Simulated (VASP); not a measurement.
# Sn (Im-3m) in VASP: single point with PBE0

Aim: the single point of Sn with PBE0.

Everything below comes from runs of VASP 6.6.1. Logs are shortened: lines on timing, memory, paths and dates and some standing lists are left out, and cuts for length are marked.

## 1. The cell of the first run

The structure is cubic, space group Im-3m (No. 229). The conventional cell has a = 3.741 Å, b = 3.741 Å, c = 3.741 Å, α = 90.00°, β = 90.00°, γ = 90.00°. Sn (site symmetry m-3m) has 14 Sn at 3.24 to 3.74 Å within 4.3 Å.

## 2. Single point, PBE0

The input, POSCAR:

```
Sn
1.0
   -1.8703720000      1.8703720000      1.8703720000
    1.8703720000     -1.8703720000      1.8703720000
    1.8703720000      1.8703720000     -1.8703720000
Sn
1
Direct
    0.0000000000      0.0000000000      0.0000000000
```

The input, INCAR.step1:

```
SYSTEM = Sn
PREC = Accurate
ENCUT = 520
EDIFF = 1E-5
ISMEAR = -1
SIGMA = 0.0571
LREAL = .FALSE.
LASPH = .TRUE.
NELM = 80
ALGO = Normal
ISIF = 2
LWAVE = .TRUE.
NBANDS = 13
GGA = PE
```

The input, INCAR.step2:

```
SYSTEM = Sn
PREC = Accurate
ENCUT = 520
EDIFF = 1E-7
ISMEAR = -1
SIGMA = 0.0571
LREAL = .FALSE.
LASPH = .TRUE.
NELM = 80
ALGO = Normal
ISIF = 2
LWAVE = .FALSE.
LCHARG = .TRUE.
GGA = PE
LHFCALC = .TRUE.
AEXX = 0.25
PRECFOCK = Normal
LELF = .TRUE.
LVHAR = .TRUE.
NBANDS = 13
ISTART = 1
```

The input, KPOINTS:

```
Automatic mesh
0
G
  4 4 4
  0 0 0
```

Potentials or basis: VASP PAW PBE potentials, release 64 (Sn_d).

Launch:

```bash
$ cat potpaw_PBE.64/Sn_d/POTCAR > POTCAR
$ cp INCAR.step1 INCAR
$ mpirun -np 1 vasp_std > vasp.out
$ cp INCAR.step2 INCAR
$ mpirun -np 1 vasp_std > vasp.out
```

OUTCAR:

```text
SYSTEM = Sn
   PREC = Accurate
   ENCUT = 520
   EDIFF = 1E-7
   ISMEAR = -1
   LREAL = .FALSE.
   LASPH = .TRUE.
   NELM = 80
   ISIF = 2
   GGA = PE
   LHFCALC = .TRUE.
   AEXX = 0.25
   PRECFOCK = Normal
   ISTART = 1

 ion  position               nearest neighbor table
   1  0.000  0.000  0.000-

  LATTYP: Found a body centered cubic cell.
 ALAT       =     3.7407440000

  Lattice vectors:

 A1 = (  -1.8703720000,   1.8703720000,   1.8703720000)
 A2 = (   1.8703720000,  -1.8703720000,   1.8703720000)
 A3 = (   1.8703720000,   1.8703720000,  -1.8703720000)

Analysis of symmetry for initial positions (statically):
=====================================================================
 Subroutine PRICEL returns:
 Original cell was already a primitive cell.

 Routine SETGRP: Setting up the symmetry group for a
 body centered cubic supercell.

 Subroutine GETGRP returns: Found 48 space group operations
 (whereof 48 operations were pure point group operations)
 out of a pool of 48 trial point group operations.

The static configuration has the point symmetry O_h .

Analysis of symmetry for dynamics (positions and initial velocities):
=====================================================================
 Subroutine PRICEL returns:
 Original cell was already a primitive cell.

 Routine SETGRP: Setting up the symmetry group for a
 body centered cubic supercell.

 Subroutine GETGRP returns: Found 48 space group operations
 (whereof 48 operations were pure point group operations)
 out of a pool of 48 trial point group operations.

The dynamic configuration has the point symmetry O_h .

 Subroutine INISYM returns: Found 48 space group operations
 (whereof 48 operations are pure point group operations),
 and found     1 'primitive' translations

----------------------------------------------------------------------------------------

                                     Primitive cell

  volume of cell :      26.1724

  direct lattice vectors                    reciprocal lattice vectors
    -1.870372000  1.870372000  1.870372000     0.000000000  0.267326500  0.267326500
     1.870372000 -1.870372000  1.870372000     0.267326500  0.000000000  0.267326500
     1.870372000  1.870372000 -1.870372000     0.267326500  0.267326500  0.000000000

  length of vectors
     3.239579333  3.239579333  3.239579333     0.378056762  0.378056762  0.378056762

  position of ions in fractional coordinates (direct lattice)
     0.000000000  0.000000000  0.000000000

  ion indices of the primitive-cell ions
   primitive index   ion index
                 1           1

----------------------------------------------------------------------------------------

 KPOINTS: Automatic mesh

Automatic generation of k-mesh.
 Grid dimensions read from file:
 generate k-points for:    4    4    4

 Generating k-lattice:

  Cartesian coordinates                     Fractional coordinates (reciprocal lattice)
     0.000000000  0.066831625  0.066831625     0.250000000  0.000000000  0.000000000
     0.066831625  0.000000000  0.066831625     0.000000000  0.250000000  0.000000000
     0.066831625  0.066831625  0.000000000     0.000000000  0.000000000  0.250000000

  Length of vectors
     0.094514190  0.094514190  0.094514190

  Shift w.r.t. Gamma in fractional coordinates (k-lattice)
     0.000000000  0.000000000  0.000000000

 Subroutine IBZKPT returns following result:
 ===========================================

 Found      8 irreducible k-points:

 Following reciprocal coordinates:
            Coordinates               Weight
  0.000000  0.000000  0.000000      1.000000
  0.250000  0.000000  0.000000     12.000000
  0.500000  0.000000  0.000000      6.000000
  0.250000  0.250000  0.000000     24.000000
  0.250000  0.250000  0.250000      2.000000
 -0.250000  0.250000  0.250000      6.000000
  0.500000  0.500000  0.250000     12.000000
  0.500000  0.500000  0.500000      1.000000
   k-points           NKPTS =      8   k-points in BZ     NKDIM =     64   number of bands    NBANDS=     13
   number of dos      NEDOS =    301   number of ions     NIONS =      1
   total plane-waves  NPLWV =  13824
   dimension x,y,z NGX =    24 NGY =   24 NGZ =   24
   dimension x,y,z NGXF=    48 NGYF=   48 NGZF=   48
   ions per type =               1
   NGX,Y,Z   is equivalent  to a cutoff of  12.32, 12.32, 12.32 a.u.
   NGXF,Y,Z  is equivalent  to a cutoff of  24.63, 24.63, 24.63 a.u.
 SYSTEM =  Sn
   PREC   = accura    normal or accurate (medium, high low for compatibility)
   ISTART =      1    job   : 0-new  1-cont  2-samecut
   ICHARG =      0    charge: 1-file 2-atom 10-const
   ISPIN  =      1    spin polarized calculation?
   LNONCOLLINEAR =      F non collinear calculations
   LSORBIT =      F    spin-orbit coupling
   LASPH  =      T    aspherical Exc in radial PAW
   ENCUT  =  520.0 eV  38.22 Ry    6.18 a.u.   6.02  6.02  6.02*2*pi/ulx,y,z
   NELM   =     80;   NELMIN=  2; NELMDL=  0     # of ELM steps
   EDIFF  = 0.1E-06   stopping-criterion for ELM
   LREAL  =      F    real-space projection
   EDIFFG = 0.1E-05   stopping-criterion for IOM
   NSW    =      0    number of steps for IOM
   IBRION =     -1    ionic relax: 0-MD 1-quasi-New 2-CG
   NFREE  =      0    steps in history (QN), initial steepest desc. (CG)
   ISIF   =      2    stress and relaxation
   ISYM   =      3    0-nonsym 1-usesym 2-fastsym
   POTIM  = 0.5000    time-step for ionic-motion
   TEBEG  =    0.0;   TEEND  =   0.0 temperature during run
   PSTRESS=    0.0 pullay stress
   NELECT =      14.0000    total number of electrons
   NUPDOWN=      -1.0000    fix difference up-down
   EMIN   =  10.00;   EMAX   =-10.00  energy-range for DOS
   EFERMI =   0.00;   METHOD = LEGACY
   ISMEAR =    -1;   SIGMA  =   0.06  broadening in eV -4-tet -1-fermi 0-gaus
   EFERMI_NEDOS =   21; number of points for ismear=-14 and -15
   IALGO  =     38    algorithm
   IMIX   =      1    mixing-type and parameters
     AMIX     =   0.40;   BMIX     =  1.00
     AMIX_MAG =   1.60;   BMIX_MAG =  1.00
  volume/ion in A,a.u.               =      26.17       176.62
  Fermi-wavevector in a.u.,A,eV,Ry     =   1.328932  2.511318 24.028719  1.766061
  Thomas-Fermi vector in A             =   2.458133
   LORBIT       =      0    0 simple, 1 ext, 2 COOP (PROOUT), +10 PAW based schemes
   GGA     = PE    functional components
   LHFCALC =     T    Hartree Fock is set to
   PRECFOCK=normal    Normal, Fast or Accurate (Low or Medium for compatibility)
   ENCUT4O =  -1.0   cutoff for four orbital integrals eV
   NKREDX  =     1    reduce k-point grid by
   NKREDY  =     1    reduce k-point grid by
   NKREDZ  =     1    reduce k-point grid by
   AEXX    =    0.2500 exact exchange contribution
   HFSCREEN=    0.0000 screening length (either q_TF or 0.3 A-1)
   HFSCREENC=   0.0000 screening length for correlation (either q_TF or 0.3 A-1)
   ENCUTFOCK=  -1.0 apply spherical cutoff to Coloumb kernel
   IVDW    =     0    specifies the selected vdW correction
   LEPSILON=     F    determine dielectric tensor
   LRPA    =     F    only Hartree local field effects (RPA)
 non-spin polarized calculation
  energy-cutoff  :      520.00
  volume of cell :       26.17
 maximum number of plane-waves:       716
  NGX = 20; NGY = 20; NGZ = 20

 number of electron      13.9999991 magnetization

 Free energy of the ion-electron system (eV)
  ---------------------------------------------------
  ext. energy  EPLUGINS =         0.00000000
  ---------------------------------------------------
  free energy    TOTEN  =        -4.73119225 eV

  energy without entropy =       -4.70165658  energy(sigma->0) =       -4.71642441

 E-fermi :   8.2411     XC(G=0):  -8.3248

 val. band max:        8.2316088712   @ k =   0.2500   0.2500   0.0000
 cond. band min:      10.0281579238   @ k =   0.5000   0.5000   0.2500
 fundamental gap:      1.7965490526
 Fermi energy:         8.2411478775

 k-point     1 :       0.0000    0.0000    0.0000
  band No.  band energies     occupation
      1     -15.8467      2.00000
      2     -15.8467      2.00000
      3     -15.8467      2.00000
      4     -15.6833      2.00000
      5     -15.6833      2.00000
      6      -4.7190      2.00000
      7      18.1610      0.00000
      8      18.1610      0.00000
      9      18.1610      0.00000
     10      21.9038      0.00000
     11      21.9038      0.00000
     12      21.9038      0.00000
     13      22.7468      0.00000

 k-point     2 :       0.2500    0.0000    0.0000
  band No.  band energies     occupation
      1     -15.8739      2.00000
      2     -15.8207      2.00000
      3     -15.7210      2.00000
      4     -15.7054      2.00000
      5     -15.6877      2.00000
      6      -3.1392      2.00000
      7      10.6986      0.00000
      8      14.9102      0.00000
      9      16.3831      0.00000
     10      18.6861      0.00000
     11      18.9296      0.00000
     12      22.3083      0.00000
     13      24.3909      0.00000

 k-point     3 :       0.5000    0.0000    0.0000
  band No.  band energies     occupation
      1     -15.9011      2.00000
      2     -15.8327      2.00000
      3     -15.6942      2.00000
      4     -15.6920      2.00000
      5     -15.5911      2.00000
      6       0.9050      2.00000
      7       2.8252      2.00000
      8      13.1106      0.00000
      9      15.0809      0.00000
     10      17.6717      0.00000
     11      17.8242      0.00000
     12      25.2906      0.00000
     13      26.0879      0.00000
[... 49 lines left out ...]
 k-point     7 :       0.5000    0.5000    0.2500
  band No.  band energies     occupation
      1     -15.8208      2.00000
      2     -15.7846      2.00000
      3     -15.7606      2.00000
      4     -15.6861      2.00000
      5     -15.6024      2.00000
      6       2.3568      2.00000
      7       4.4984      2.00000
      8      10.0282      0.00000
      9      11.8488      0.00000
     10      17.0797      0.00000
     11      18.3463      0.00000
     12      22.9849      0.00000
     13      23.8318      0.00000

 k-point     8 :       0.5000    0.5000    0.5000
  band No.  band energies     occupation
      1     -15.8736      2.00000
      2     -15.8736      2.00000
      3     -15.6137      2.00000
      4     -15.6137      2.00000
      5     -15.6137      2.00000
      6       5.8579      2.00000
      7       7.5680      1.99998
      8       7.5680      1.99998
      9       7.5680      1.99998
     10      12.9764      0.00000
     11      12.9764      0.00000
     12      28.4974      0.00000
     13      31.4059      0.00000

------------------------ aborting loop because EDIFF is reached ----------------------------------------

  FORCE on cell =-STRESS in cart. coord.  units (eV):
  Direction    XX          YY          ZZ          XY          YZ          ZX
  --------------------------------------------------------------------------------------
  -------------------------------------------------------------------------------------
  Total        0.2383218      0.2383218      0.2383218     -0.0000000      0.0000000     -0.0000000
  in kB       14.5891631     14.5891631     14.5891631     -0.0000000      0.0000000     -0.0000000
  external PRESSURE =      14.5891631 kB  Pullay stress =       0.0000000 kB

 VOLUME and BASIS-vectors are now :
 -----------------------------------------------------------------------------
  energy-cutoff  :      520.00
  volume of cell :       26.17
      direct lattice vectors                 reciprocal lattice vectors
    -1.870372000  1.870372000  1.870372000     0.000000000  0.267326500  0.267326500
     1.870372000 -1.870372000  1.870372000     0.267326500  0.000000000  0.267326500
     1.870372000  1.870372000 -1.870372000     0.267326500  0.267326500  0.000000000

 POSITION                                       TOTAL-FORCE (eV/Angst)
 -----------------------------------------------------------------------------------
      0.00000      0.00000      0.00000         0.000000      0.000000      0.000000
 -----------------------------------------------------------------------------------
    total drift:                                0.000000      0.000000      0.000000

  FREE ENERGIE OF THE ION-ELECTRON SYSTEM (eV)
  ---------------------------------------------------
  free  energy   TOTEN  =        -4.7311922477 eV

  energy  without entropy=       -4.7016565777  energy(sigma->0) =       -4.71642441
```

It took 1.9 min on 1 thread of Intel Xeon 6975P-C (Granite Rapids), shared host; peak memory 0.15 GiB.

What came out:

```yaml
Free_energy: -4.7312 eV
Pressure: 1.5 GPa
Band_gap_on_the_k_mesh: zero (band 7 reaches 18.16 eV, above the bottom of band 8 at 6.31 eV)
```

Levels at points of the mesh, in eV from the Fermi level:
```tsv
k point	band 5	band 6	band 7	band 8	band 9	band 10
(0.00, 0.00, 0.00)	-23.92	-12.96	9.92	9.92	9.92	13.66
(0.50, 0.00, 0.00)	-23.83	-7.34	-5.42	4.87	6.84	9.43
(0.50, 0.50, 0.50)	-23.85	-2.38	-0.67	-0.67	-0.67	4.74
```

Caveat: the k points lie up to 0.59 Å⁻¹ apart; the PAW data sets were made with another functional, which shifts forces and pressure a little; spin-orbit coupling is left out, which moves the levels of the heavy elements.
